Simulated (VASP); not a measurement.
# GaAs (F-43m) in VASP: density of states with PBE

Aim: the density of states of GaAs with PBE.

Everything below comes from runs of VASP 6.6.1. Logs are shortened: lines on timing, memory, paths and dates and some standing lists are left out, and cuts for length are marked.

## Step 1: The cell of the first run

Symmetry: F-43m, No. 216, cubic system. The conventional cell has a = 5.750 Å, b = 5.750 Å, c = 5.750 Å, α = 90.00°, β = 90.00°, γ = 90.00°. Ga (site symmetry -43m) has 4 As at 2.49 Å within 3.3 Å. As (site symmetry -43m) has 4 Ga at 2.49 Å within 3.3 Å.

## Step 2: Density of states, PBE

POSCAR reads:

```
GaAs
1.0
    0.0000000000      2.8750910496      2.8750910496
    2.8750910496      0.0000000000      2.8750910496
    2.8750910496      2.8750910496      0.0000000000
Ga As
1 1
Direct
    0.0000000000      0.0000000000      0.0000000000
    0.2500000000      0.2500000000      0.2500000000
```

INCAR.step1 reads:

```
SYSTEM = GaAs
PREC = Accurate
ENCUT = 520
EDIFF = 1E-6
ISMEAR = 0
SIGMA = 0.1
LREAL = .FALSE.
LASPH = .TRUE.
NELM = 80
ALGO = Normal
ISIF = 2
LWAVE = .FALSE.
LCHARG = .TRUE.
GGA = PE
NELECT = 18.5
NBANDS = 16
```

KPOINTS.step1 reads:

```
Automatic mesh
0
G
  4 4 4
  0 0 0
```

INCAR.step2 reads:

```
SYSTEM = GaAs
PREC = Accurate
ENCUT = 520
EDIFF = 1E-6
ISMEAR = -5
SIGMA = 0.1
LREAL = .FALSE.
LASPH = .TRUE.
NELM = 80
ALGO = Normal
ISIF = 2
LWAVE = .FALSE.
LCHARG = .FALSE.
GGA = PE
LORBIT = 11
NEDOS = 1001
ICHARG = 11
NELECT = 18.5
```

KPOINTS.step2 reads:

```
Automatic mesh
0
G
  6 6 6
  0 0 0
```

Potentials or basis: VASP PAW PBE potentials, release 64 (Ga_d, As).

Started as:

```
$ cat potpaw_PBE.64/Ga_d/POTCAR potpaw_PBE.64/As/POTCAR > POTCAR
$ cp INCAR.step1 INCAR
$ cp KPOINTS.step1 KPOINTS
$ mpirun -np 1 vasp_std > vasp.out
$ cp INCAR.step2 INCAR
$ cp KPOINTS.step2 KPOINTS
$ mpirun -np 1 vasp_std > vasp.out
```

OUTCAR:

```text
SYSTEM = GaAs
   PREC = Accurate
   ENCUT = 520
   EDIFF = 1E-6
   ISMEAR = -5
   LREAL = .FALSE.
   LASPH = .TRUE.
   NELM = 80
   ISIF = 2
   GGA = PE
   LORBIT = 11
   ICHARG = 11
   NELECT = 18.5

 ion  position               nearest neighbor table
   1  0.000  0.000  0.000-   2 2.49   2 2.49   2 2.49   2 2.49
   2  0.250  0.250  0.250-   1 2.49   1 2.49   1 2.49   1 2.49

  LATTYP: Found a face centered cubic cell.
 ALAT       =     5.7501820992

  Lattice vectors:

 A1 = (   0.0000000000,   2.8750910496,   2.8750910496)
 A2 = (   2.8750910496,   0.0000000000,   2.8750910496)
 A3 = (   2.8750910496,   2.8750910496,   0.0000000000)

Analysis of symmetry for initial positions (statically):
=====================================================================
 Subroutine PRICEL returns:
 Original cell was already a primitive cell.

 Routine SETGRP: Setting up the symmetry group for a
 face centered cubic supercell.

 Subroutine GETGRP returns: Found 24 space group operations
 (whereof 24 operations were pure point group operations)
 out of a pool of 48 trial point group operations.

The static configuration has the point symmetry T_d .

Analysis of symmetry for dynamics (positions and initial velocities):
=====================================================================
 Subroutine PRICEL returns:
 Original cell was already a primitive cell.

 Routine SETGRP: Setting up the symmetry group for a
 face centered cubic supercell.

 Subroutine GETGRP returns: Found 24 space group operations
 (whereof 24 operations were pure point group operations)
 out of a pool of 48 trial point group operations.

The dynamic configuration has the point symmetry T_d .

 Subroutine INISYM returns: Found 24 space group operations
 (whereof 24 operations are pure point group operations),
 and found     1 'primitive' translations

----------------------------------------------------------------------------------------

                                     Primitive cell

  volume of cell :      47.5319

  direct lattice vectors                    reciprocal lattice vectors
     0.000000000  2.875091050  2.875091050    -0.173907536  0.173907536  0.173907536
     2.875091050  0.000000000  2.875091050     0.173907536 -0.173907536  0.173907536
     2.875091050  2.875091050  0.000000000     0.173907536  0.173907536 -0.173907536

  length of vectors
     4.065992755  4.065992755  4.065992755     0.301216688  0.301216688  0.301216688

  position of ions in fractional coordinates (direct lattice)
     0.000000000  0.000000000  0.000000000
     0.250000000  0.250000000  0.250000000

  ion indices of the primitive-cell ions
   primitive index   ion index
                 1           1
                 2           2

----------------------------------------------------------------------------------------

 KPOINTS: Automatic mesh

Automatic generation of k-mesh.
 Grid dimensions read from file:
 generate k-points for:    6    6    6

 Generating k-lattice:

  Cartesian coordinates                     Fractional coordinates (reciprocal lattice)
    -0.028984589  0.028984589  0.028984589     0.166666667  0.000000000  0.000000000
     0.028984589 -0.028984589  0.028984589     0.000000000  0.166666667  0.000000000
     0.028984589  0.028984589 -0.028984589     0.000000000  0.000000000  0.166666667

  Length of vectors
     0.050202781  0.050202781  0.050202781

  Shift w.r.t. Gamma in fractional coordinates (k-lattice)
     0.000000000  0.000000000  0.000000000

 TETIRR: Found     35 inequivalent tetrahedra from     1296

 Subroutine IBZKPT returns following result:
 ===========================================

 Found     16 irreducible k-points:

 Following reciprocal coordinates:
            Coordinates               Weight
  0.000000  0.000000  0.000000      1.000000
  0.166667  0.000000  0.000000      8.000000
  0.333333  0.000000  0.000000      8.000000
  0.500000  0.000000  0.000000      4.000000
  0.166667  0.166667  0.000000      6.000000
  0.333333  0.166667  0.000000     24.000000
[... 8 lines left out ...]
 -0.333333  0.333333  0.166667     24.000000
 -0.333333  0.500000  0.166667     12.000000
   k-points           NKPTS =     16   k-points in BZ     NKDIM =     16   number of bands    NBANDS=     13
   number of dos      NEDOS =   1001   number of ions     NIONS =      2
   total plane-waves  NPLWV =  27000
   dimension x,y,z NGX =    30 NGY =   30 NGZ =   30
   dimension x,y,z NGXF=    60 NGYF=   60 NGZF=   60
   ions per type =               1   1
   NGX,Y,Z   is equivalent  to a cutoff of  12.27, 12.27, 12.27 a.u.
   NGXF,Y,Z  is equivalent  to a cutoff of  24.53, 24.53, 24.53 a.u.
 SYSTEM =  GaAs
   PREC   = accura    normal or accurate (medium, high low for compatibility)
   ISTART =      0    job   : 0-new  1-cont  2-samecut
   ICHARG =     11    charge: 1-file 2-atom 10-const
   ISPIN  =      1    spin polarized calculation?
   LNONCOLLINEAR =      F non collinear calculations
   LSORBIT =      F    spin-orbit coupling
   LASPH  =      T    aspherical Exc in radial PAW
   ENCUT  =  520.0 eV  38.22 Ry    6.18 a.u.   7.56  7.56  7.56*2*pi/ulx,y,z
   NELM   =     80;   NELMIN=  2; NELMDL=  0     # of ELM steps
   EDIFF  = 0.1E-05   stopping-criterion for ELM
   LREAL  =      F    real-space projection
   EDIFFG = 0.1E-04   stopping-criterion for IOM
   NSW    =      0    number of steps for IOM
   IBRION =     -1    ionic relax: 0-MD 1-quasi-New 2-CG
   NFREE  =      0    steps in history (QN), initial steepest desc. (CG)
   ISIF   =      2    stress and relaxation
   ISYM   =      2    0-nonsym 1-usesym 2-fastsym
   POTIM  = 0.5000    time-step for ionic-motion
   TEBEG  =    0.0;   TEEND  =   0.0 temperature during run
   PSTRESS=    0.0 pullay stress
   NELECT =      18.5000    total number of electrons
   NUPDOWN=      -1.0000    fix difference up-down
   EMIN   =  10.00;   EMAX   =-10.00  energy-range for DOS
   EFERMI =   0.00;   METHOD = LEGACY
   ISMEAR =    -5;   SIGMA  =   0.10  broadening in eV -4-tet -1-fermi 0-gaus
   EFERMI_NEDOS =   21; number of points for ismear=-14 and -15
   IALGO  =     38    algorithm
   IMIX   =      4    mixing-type and parameters
     AMIX     =   0.40;   BMIX     =  1.00
     AMIX_MAG =   1.60;   BMIX_MAG =  1.00
  volume/ion in A,a.u.               =      23.77       160.38
  Fermi-wavevector in a.u.,A,eV,Ry     =   1.195282  2.258756 19.438639  1.428700
  Thomas-Fermi vector in A             =   2.331252
   LORBIT       =     11    0 simple, 1 ext, 2 COOP (PROOUT), +10 PAW based schemes
   GGA     = PE    functional components
   LHFCALC =     F    Hartree Fock is set to
   AEXX    =    0.0000 exact exchange contribution
   IVDW    =     0    specifies the selected vdW correction
   LEPSILON=     F    determine dielectric tensor
   LRPA    =     F    only Hartree local field effects (RPA)
 non-spin polarized calculation
 Fermi weights with tetrahedron method with Bloechl corrections
  energy-cutoff  :      520.00
  volume of cell :       47.53
 maximum number of plane-waves:      1303

 number of electron      18.4999988 magnetization

 Free energy of the ion-electron system (eV)
  ---------------------------------------------------
  ext. energy  EPLUGINS =         0.00000000
  ---------------------------------------------------
  free energy    TOTEN  =        -5.84009389 eV

  energy without entropy =       -5.84009389  energy(sigma->0) =       -5.84009389

 E-fermi :   5.4078     XC(G=0):  -9.6215

 val. band max:        5.1115312013   @ k =   0.5000   0.3333   0.0000
 cond. band min:       4.9314514738   @ k =   0.5000   0.5000   0.0000
 fundamental gap:     -0.1800797276
 Fermi energy:         5.4077870908

 k-point     1 :       0.0000    0.0000    0.0000
  band No.  band energies     occupation
      1     -11.0737      2.00000
      2     -11.0737      2.00000
      3     -11.0737      2.00000
      4     -11.0041      2.00000
      5     -11.0041      2.00000
      6      -8.9546      2.00000
      7       3.4543      2.00000
      8       3.4543      2.00000
      9       3.4543      2.00000
     10       3.5712      2.17758
     11       7.0559      0.00000
     12       7.0559      0.00000
     13       7.0559      0.00000

 k-point     2 :       0.1667    0.0000    0.0000
  band No.  band energies     occupation
      1     -11.0931      2.00000
      2     -11.0685      2.00000
      3     -11.0685      2.00000
      4     -11.0043      2.00000
      5     -11.0043      2.00000
      6      -8.6518      2.00000
      7       0.7202      2.00000
      8       3.0912      2.00000
      9       3.0912      2.00000
     10       4.8134      2.02457
     11       7.5781      0.00000
     12       7.5781      0.00000
     13       7.8527      0.00000

 k-point     3 :       0.3333    0.0000    0.0000
  band No.  band energies     occupation
      1     -11.1277      2.00000
      2     -11.0599      2.00000
      3     -11.0599      2.00000
      4     -11.0027      2.00000
      5     -11.0027      2.00000
      6      -7.8723      2.00000
      7      -1.8175      2.00000
      8       2.5702      2.00000
      9       2.5702      2.00000
     10       4.4121      2.52771
     11       7.9722      0.00000
     12       7.9722      0.00000
     13      10.2616      0.00000
[... 177 lines left out ...]
 k-point    15 :      -0.3333    0.3333    0.1667
  band No.  band energies     occupation
      1     -11.1554      2.00000
      2     -11.0497      2.00000
      3     -11.0394      2.00000
      4     -11.0112      2.00000
      5     -11.0009      2.00000
      6      -6.7857      2.00000
      7      -2.8738      2.00000
      8      -0.0946      2.00000
      9       1.0850      2.00000
     10       6.8050     -0.09482
     11       7.5669      0.00000
     12       9.3406      0.00000
     13      10.5245      0.00000

 k-point    16 :      -0.3333    0.5000    0.1667
  band No.  band energies     occupation
      1     -11.1635      2.00000
      2     -11.0426      2.00000
      3     -11.0340      2.00000
      4     -11.0174      2.00000
      5     -10.9978      2.00000
      6      -6.5722      2.00000
      7      -3.0510      2.00000
      8       0.2204      2.00000
      9       0.3612      2.00000
     10       6.4939     -0.18824
     11       6.6810     -0.00767
     12      10.2142      0.00000
     13      10.5241      0.00000

------------------------ aborting loop because EDIFF is reached ----------------------------------------

  FORCE on cell =-STRESS in cart. coord.  units (eV):
  Direction    XX          YY          ZZ          XY          YZ          ZX
  --------------------------------------------------------------------------------------
  -------------------------------------------------------------------------------------
  Total        4.7393376      4.7393376      4.7393376      0.0000000     -0.0000000      0.0000000
  in kB      159.7509414    159.7509414    159.7509414      0.0000000     -0.0000000      0.0000000
  external PRESSURE =     159.7509414 kB  Pullay stress =       0.0000000 kB

 VOLUME and BASIS-vectors are now :
 -----------------------------------------------------------------------------
  energy-cutoff  :      520.00
  volume of cell :       47.53
      direct lattice vectors                 reciprocal lattice vectors
     0.000000000  2.875091050  2.875091050    -0.173907536  0.173907536  0.173907536
     2.875091050  0.000000000  2.875091050     0.173907536 -0.173907536  0.173907536
     2.875091050  2.875091050  0.000000000     0.173907536  0.173907536 -0.173907536

 POSITION                                       TOTAL-FORCE (eV/Angst)
 -----------------------------------------------------------------------------------
      0.00000      0.00000      0.00000         0.000000     -0.000000     -0.000000
      1.43755      1.43755      1.43755        -0.000000      0.000000      0.000000
 -----------------------------------------------------------------------------------
    total drift:                                0.000001      0.000001      0.000001

  FREE ENERGIE OF THE ION-ELECTRON SYSTEM (eV)
  ---------------------------------------------------
  free  energy   TOTEN  =        -5.8400938898 eV

  energy  without entropy=       -5.8400938898  energy(sigma->0) =       -5.84009389

 total charge

# of ion       s       p       d       tot
------------------------------------------
    1        0.964   0.794   9.994  11.751
    2        1.254   1.574   0.040   2.868
--------------------------------------------------
tot          2.218   2.368  10.033  14.619
```

Run time: 16 s. Hardware: 1 thread of Intel Xeon Platinum 8259CL at 2.50GHz (Skylake/Cascade Lake), shared host; peak memory 0.16 GiB.

Results:

* Valence electrons inside the program's atomic spheres: Ga 11.75; As 2.87

Caveat: the k points lie up to 0.47 Å⁻¹ apart; the cell carries a net charge on a neutralising background, which shifts energy and pressure; the cell is charged against a uniform background, so pressure and absolute levels hang on convention; tetrahedron occupations give inexact forces and stress in metals.
